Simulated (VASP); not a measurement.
Wanted: the native input for a VASP 6.6.1 run.

```yaml
Task: single point
Functional: r2SCAN
Potentials_or_basis: VASP PAW PBE potentials, release 64 (B, P, Ge_d)
Cutoff: 460 eV
k_mesh: 1 × 1 × 1, shifted
Occupations: fermi-dirac, width 0.05 eV
Spin: collinear spin
Starting_moments: "[0.0, 0.0, 0.0, 0.0, 0.0, 0.0, 0.0, 0.4, 0.4, 0.0, 0.4, 0.0, 0.0, 0.4, 0.4] μB"
Dipole_correction: no
Further_INCAR_settings: LREAL = Auto; ALGO = Normal; EDIFF = 1e-06; NBANDS = 53; ISYM = -1
```

System: GeB6P8 (a cell with a defect).

```
CELL_PARAMETERS angstrom
9.04038 0.00000 0.00000
0.00000 4.52019 0.00000
0.00000 0.00000 4.52019
ATOMIC_POSITIONS crystal
B 0.01021 0.02368 0.99776
B 0.23647 0.51880 0.98155
B 0.74371 0.49513 0.98266
B 0.24618 0.00426 0.50149
B 0.74971 0.99028 0.49804
B 0.00257 0.50177 0.49750
P 0.13030 0.24726 0.25250
P 0.62414 0.25093 0.25683
P 0.37794 0.75032 0.22732
P 0.87676 0.75111 0.24264
P 0.36088 0.26989 0.75064
P 0.86913 0.25334 0.75290
P 0.12378 0.73958 0.76424
P 0.63027 0.74484 0.74445
Ge 0.49389 0.52902 0.48763
```

These files were run (other wordings do the same):

POSCAR

```
GeB6P8
1.0
    9.0403780000      0.0000000000      0.0000000000
    0.0000000000      4.5201890000      0.0000000000
    0.0000000000      0.0000000000      4.5201890000
B P Ge
6 8 1
Direct
    0.0102060000      0.0236830000      0.9977570000
    0.2364670000      0.5188010000      0.9815450000
    0.7437090000      0.4951320000      0.9826600000
    0.2461760000      0.0042610000      0.5014910000
    0.7497120000      0.9902800000      0.4980360000
    0.0025670000      0.5017680000      0.4975030000
    0.1302980000      0.2472630000      0.2525050000
    0.6241450000      0.2509310000      0.2568350000
    0.3779450000      0.7503170000      0.2273240000
    0.8767580000      0.7511140000      0.2426430000
    0.3608840000      0.2698890000      0.7506390000
    0.8691330000      0.2533440000      0.7528960000
    0.1237820000      0.7395760000      0.7642370000
    0.6302710000      0.7448380000      0.7444500000
    0.4938930000      0.5290170000      0.4876280000
```

INCAR.step1

```
PREC     = Accurate       # precision mode
ENCUT    = 460            # plane-wave cutoff, eV
ISMEAR   = -1             # smearing method
SIGMA    = 0.05           # smearing width, eV
LREAL    = Auto         
LASPH    = True           # aspherical terms in the spheres
NELM     = 200            # most SCF steps
ISPIN    = 2              # spin polarisation
MAGMOM   = 0 0 0 0 0 0 0 0.4 0.4 0 0.4 0 0 0.4 0.4 # initial moments
ISYM     = -1           
NBANDS   = 53             # bands
GGA      = PE             # functional
ALGO     = Normal         # electronic algorithm
EDIFF    = 1E-5           # SCF threshold, eV
LWAVE    = True           # write WAVECAR
LCHARG   = False          # write CHGCAR
GGA_COMPAT= False
```

INCAR.step2

```
PREC     = Accurate       # precision mode
ENCUT    = 460            # plane-wave cutoff, eV
EDIFF    = 1E-6           # SCF threshold, eV
ISMEAR   = -1             # smearing method
SIGMA    = 0.05           # smearing width, eV
LREAL    = Auto         
LASPH    = True           # aspherical terms in the spheres
NELM     = 200            # most SCF steps
ALGO     = Normal         # electronic algorithm
ISIF     = 2              # what is computed and relaxed
LWAVE    = False          # write WAVECAR
LCHARG   = False          # write CHGCAR
ISPIN    = 2              # spin polarisation
MAGMOM   = 0 0 0 0 0 0 0 0.4 0.4 0 0.4 0 0 0.4 0.4 # initial moments
LORBIT   = 11             # projections on sites
METAGGA  = R2SCAN         # meta-GGA
LMIXTAU  = True         
ISYM     = -1           
NBANDS   = 53             # bands
ISTART   = 1            
GGA_COMPAT= False
```

KPOINTS

```
explicit points
1
Reciprocal
  0.25000000   0.25000000   0.25000000 1
```

Potentials or basis: VASP PAW PBE potentials, release 64 (B, P, Ge_d).

Command:

```bash
$ cat potpaw_PBE.64/B/POTCAR potpaw_PBE.64/P/POTCAR potpaw_PBE.64/Ge_d/POTCAR > POTCAR
$ cp INCAR.step1 INCAR
$ mpirun -np 1 vasp_std > vasp.out
$ cp INCAR.step2 INCAR
$ mpirun -np 1 vasp_std > vasp.out
```

Results of the run:

The pressure is 21.4 GPa and the largest force is 12.077 eV/Å. The net moment is 0.00 μB per cell, the site moments are B -0.01, +0.00, -0.02, -0.00 (each value once); P +0.01, -0.10, -0.01, -0.03, +0.24, -0.02, -0.08 (each value once); Ge +0.03 μB and the valence electrons inside the program's atomic spheres are B 1.98, 2.11, 1.97, 1.93, 1.94 (each value once); P 2.59, 2.65, 2.63, 2.54, 2.62, 2.56, 2.72 (each value once); Ge 13.53.

Caveat: the PAW data sets were made with another functional, which shifts forces and pressure a little.

Wall time 2.2 min on 1 thread of Intel(R) Xeon(R) Platinum 8259CL CPU @ 2.50GHz (Skylake/Cascade Lake), on a shared host, peak memory 0.32 GiB.
